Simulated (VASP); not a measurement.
# TaN (Fm-3m) in VASP: settings compared, part 2 of 2

VASP 6.6.1.

## Step 5: Single point, HSE06

This run uses another cell than the first one, of 11.46 Å³/atom.

POSCAR reads:

```
TaN
1.0
    0.0000000000      2.2546932853      2.2546932853
    2.2546932853      0.0000000000      2.2546932853
    2.2546932853      2.2546932853      0.0000000000
Ta N
1 1
Direct
    0.5000000000      0.5000000000      0.5000000000
    0.0000000000      0.0000000000      0.0000000000
```

INCAR.step1 reads:

```
SYSTEM = TaN
PREC = Accurate ; ENCUT = 520
EDIFF = 1E-5 ; ISMEAR = -1
SIGMA = 0.05 ; LREAL = .False.
LASPH = .True. ; NELM = 100
ALGO = Normal ; ISIF = 2
LWAVE = .True. ; GGA = PE
NBANDS = 15
```

INCAR.step2 reads:

```
SYSTEM = TaN
PREC = Accurate ; ENCUT = 520
EDIFF = 1E-6 ; ISMEAR = -1
SIGMA = 0.05 ; LREAL = .False.
LASPH = .True. ; NELM = 100
ALGO = Normal ; ISIF = 2
LWAVE = .False. ; LCHARG = .True.
GGA = PE ; LHFCALC = .True.
HFSCREEN = 0.2079 ; PRECFOCK = Normal
LELF = .True. ; LVHAR = .True.
ISTART = 1 ; NBANDS = 15
```

KPOINTS reads:

```
Automatic mesh
0
Gamma
  6 6 6
  0 0 0
```

On the command line:

```sh
$ cat potpaw_PBE.64/Ta_pv/POTCAR potpaw_PBE.64/N/POTCAR > POTCAR
$ cp INCAR.step1 INCAR
$ mpirun -np 1 vasp_std > vasp.out
$ cp INCAR.step2 INCAR
$ mpirun -np 1 vasp_std > vasp.out
```

Run time: 42 min. Hardware: 1 thread of Intel Xeon 8259CL, shared host; peak memory 0.26 GiB.

The run converged. Its results:

```
Free energy            : -25.3429 eV
Pressure               : -26.2 GPa
Band gap on the k mesh : zero (bands 8 and 9 overlap by 4.21 eV)
```

Levels at points of the mesh, in eV from the Fermi level:
| k point | band 5 | band 6 | band 7 | band 8 | band 9 | band 10 | band 11 | band 12 |
| --- | --- | --- | --- | --- | --- | --- | --- | --- |
| (0.00, 0.00, 0.00) | -4.41 | -4.41 | -4.41 | -2.27 | -2.27 | -2.27 | 0.34 | 0.34 |
| (0.50, 0.00, 0.00) | -11.21 | -8.19 | -8.19 | 1.93 | 1.93 | 2.07 | 3.81 | 7.71 |
| (0.50, 0.50, 0.00) | -7.66 | -5.78 | -5.41 | -5.41 | 2.33 | 3.58 | 3.58 | 4.46 |

Caveat: the k points lie up to 0.40 Å⁻¹ apart, too coarse for converged energies and pressures of a metal; the PAW data sets were made with another functional, which shifts forces and pressure a little; spin-orbit coupling is left out, which moves the levels of the heavy elements.

## Step 6: Single point, LDA

This run uses another cell than the first one, of 11.03 Å³/atom.

INCAR reads:

```
  ALGO = Normal
  EDIFF = 1E-6
  ENCUT = 700
  GGA_COMPAT = F
  ISIF = 2
  ISMEAR = -1
  LASPH = T
  LCHARG = F
  LREAL = F
  LWAVE = F
  NBANDS = 16
  NELM = 120
  PREC = Accurate
  SIGMA = 0.05
```

KPOINTS reads:

```
k-points
0
Gamma
  10 10 10
```

POSCAR reads:

```
TaN
1.0
    0.0000000000      2.2259679500      2.2259679500
    2.2259679500      0.0000000000      2.2259679500
    2.2259679500      2.2259679500      0.0000000000
Ta N
1 1
Direct
    0.5000000000      0.5000000000      0.5000000000
    0.0000000000      0.0000000000      0.0000000000
```

Potentials or basis: VASP PAW LDA potentials, release 64 (Ta_sv_GW, N).

On the command line:

```sh
$ cat potpaw_LDA.64/Ta_sv_GW/POTCAR potpaw_LDA.64/N/POTCAR > POTCAR
$ mpirun -np 1 vasp_std > vasp.out
```

OUTCAR:

```text
EDIFF = 1E-6
   ENCUT = 700
   ISIF = 2
   ISMEAR = -1
   LASPH = T
   LREAL = F
   NELM = 120
   PREC = Accurate

 ion  position               nearest neighbor table
   1  0.500  0.500  0.500-   2 2.23   2 2.23   2 2.23   2 2.23   2 2.23   2 2.23
   2  0.000  0.000  0.000-   1 2.23   1 2.23   1 2.23   1 2.23   1 2.23   1 2.23

  LATTYP: Found a face centered cubic cell.
 ALAT       =     4.4519359000

  Lattice vectors:

[... 641 lines left out ...]

------------------------ aborting loop because EDIFF is reached ----------------------------------------

  FORCE on cell =-STRESS in cart. coord.  units (eV):
  Direction    XX          YY          ZZ          XY          YZ          ZX
  --------------------------------------------------------------------------------------
  -------------------------------------------------------------------------------------
  Total       -3.0392968     -3.0392968     -3.0392968      0.0000000      0.0000000      0.0000000
  in kB     -220.7481017   -220.7481017   -220.7481017      0.0000000      0.0000000      0.0000000
  external PRESSURE =    -220.7481017 kB  Pullay stress =       0.0000000 kB

 VOLUME and BASIS-vectors are now :
 -----------------------------------------------------------------------------
  energy-cutoff  :      700.00
  volume of cell :       22.06
      direct lattice vectors                 reciprocal lattice vectors
     0.000000000  2.225967950  2.225967950    -0.224621383  0.224621383  0.224621383
     2.225967950  0.000000000  2.225967950     0.224621383 -0.224621383  0.224621383
     2.225967950  2.225967950  0.000000000     0.224621383  0.224621383 -0.224621383

 POSITION                                       TOTAL-FORCE (eV/Angst)
 -----------------------------------------------------------------------------------
      2.22597      2.22597      2.22597        -0.000000     -0.000000      0.000000
      0.00000      0.00000      0.00000         0.000000      0.000000     -0.000000
 -----------------------------------------------------------------------------------
    total drift:                                0.000000      0.000000      0.000000

  FREE ENERGIE OF THE ION-ELECTRON SYSTEM (eV)
  ---------------------------------------------------
  free  energy   TOTEN  =       -26.5831311880 eV

  energy  without entropy=      -26.5765701322  energy(sigma->0) =      -26.57985066
```

stdout:

```text
POSCAR found type information on POSCAR TaN
 POSCAR found :  2 types and       2 ions
 scaLAPACK will be used
 LDA part: xc-table for (Slater(with rela. corr.)+CA(PZ))
 , standard interpolation
 POSCAR, INCAR and KPOINTS ok, starting setup
 FFT: planning ... GRIDC
 FFT: planning ... GRID_SOFT
 FFT: planning ... GRID
 WAVECAR not read
 entering main loop
```

Wall time 33 s (1 thread of AMD EPYC 7R43 (Zen 3), shared host); peak memory 0.13 GiB.

Results:

```yaml
Free_energy: -26.5831 eV
Pressure: -22.1 GPa
Band_gap_on_the_k_mesh: zero (bands 9 and 10 overlap by 3.80 eV)
```

Caveat: the cell stands under tension; spin-orbit coupling is left out, which moves the levels of the heavy elements.

## Step 7: The runs side by side

| level | potentials or basis | spin | cell | k mesh | cutoff (eV) | grid for exact exchange (PRECFOCK) | share of exact exchange | screening parameter | gap on the mesh (eV) | pressure (GPa) |
| --- | --- | --- | --- | --- | --- | --- | --- | --- | --- | --- |
| r2SCAN | VASP PAW PBE potentials, release 64 (Ta_pv, N) | non-collinear, zero start, SOC | a = 3.127 Å, angles 60.0°, 2 atoms | 10 × 10 × 10 | 520 | - | - | - | - | -3.7 |
| PBE-based screened hybrid with 35 % exact exchange | VASP PAW PBE potentials, release 64 (Ta_pv, N) | off | a = 3.127 Å, angles 60.0°, 2 atoms | 6 × 6 × 6 | 520 | Normal | 0.35 | 0.20787 1/Å | none | -13.4 |
| PBE-based screened hybrid with 50 % exact exchange | VASP PAW PBE potentials, release 64 (Ta_pv, N) | off | a = 3.127 Å, angles 60.0°, 2 atoms | 6 × 6 × 6 | 520 | Normal | 0.5 | 0.20787 1/Å | none | -18.8 |
| HSE06 | VASP PAW PBE potentials, release 64 (Ta_pv, N) | off | a = 3.189 Å, angles 60.0°, 2 atoms | 6 × 6 × 6 | 520 | Normal | 0.25 | 0.2079 1/Å | none | -26.2 |
| LDA | VASP PAW LDA potentials, release 64 (Ta_sv_GW, N) | off | a = 3.148 Å, angles 60.0°, 2 atoms | 10 × 10 × 10 | 700 | - | - | - | none | -22.1 |

Alike in all rows: task single point; smearing fermi-dirac 0.05 eV.

Caveats: some runs use coarse meshes; the PAW data sets were made with another functional, which shifts forces and pressure a little (at least some runs); spin-orbit coupling is left out, which moves the levels of the heavy elements (at least some runs); the cell stands under tension (at least some runs).

Absolute energies hang on the potentials; compare differences alone.
